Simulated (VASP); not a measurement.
Write the native input for VASP 6.6.1 that does the following.

- Task: single point
- Functional: PBE
- Potentials or basis: VASP PAW PBE potentials, release 64 (Mg, Zn, Te)
- Cutoff: 520 eV
- k mesh: 2 × 2 × 2
- Occupations: gaussian, width 0.1 eV
- Spin: no spin polarisation
- Dipole correction: no
- Further INCAR settings: ALGO = Normal; EDIFF = 1e-06; NBANDS = 31

The structure of Mg3ZnTe4 lies in POSCAR:

```
Mg3ZnTe4
1.0
    6.4290019000      0.0000000000      0.0000000000
    0.0000000000      6.4290019000      0.0000000000
    0.0000000000      0.0000000000      6.4290019000
Mg Zn Te
3 1 4
Direct
    0.5000000000      0.0000000000      0.0000000000
    0.0000000000      0.0000000000      0.5000000000
    0.0000000000      0.5000000000      0.0000000000
    0.5000000000      0.5000000000      0.5000000000
    0.2572670000      0.7427330000      0.2572670000
    0.2572670000      0.2572670000      0.7427330000
    0.7427330000      0.7427330000      0.7427330000
    0.7427330000      0.2572670000      0.2572670000
```

These files were run (other wordings do the same):

INCAR

```
ALGO     = Normal         # electronic algorithm
EDIFF    = 1E-6           # SCF threshold, eV
ENCUT    = 520            # plane-wave cutoff, eV
GGA      = PE             # functional
ISIF     = 2              # what is computed and relaxed
ISMEAR   = 0              # smearing method
LASPH    = T              # aspherical terms in the spheres
LCHARG   = T              # write CHGCAR
LELF     = T              # ELF
LREAL    = F              # projectors in reciprocal space
LVHAR    = T            
LWAVE    = F              # write WAVECAR
NBANDS   = 31             # bands
NELM     = 80             # most SCF steps
PREC     = Accurate       # precision mode
SIGMA    = 0.1            # smearing width, eV
```

KPOINTS

```
k-points
0
Gamma
  2 2 2
```

Potentials or basis: VASP PAW PBE potentials, release 64 (Mg, Zn, Te).

Run with:

```sh
$ cat potpaw_PBE.64/Mg/POTCAR potpaw_PBE.64/Zn/POTCAR potpaw_PBE.64/Te/POTCAR > POTCAR
$ mpirun -np 1 vasp_std > vasp.out
```

Results of the run:

The pressure is 0.1 GPa and the band gap on the k mesh is 1.79 eV, direct.

Caveat: the k points lie up to 0.49 Å⁻¹ apart; spin-orbit coupling is left out, which moves the levels of the heavy elements.

Wall time 54 s on 1 thread of Intel Xeon 6975P-C, with other jobs on the host, peak memory 0.34 GiB.
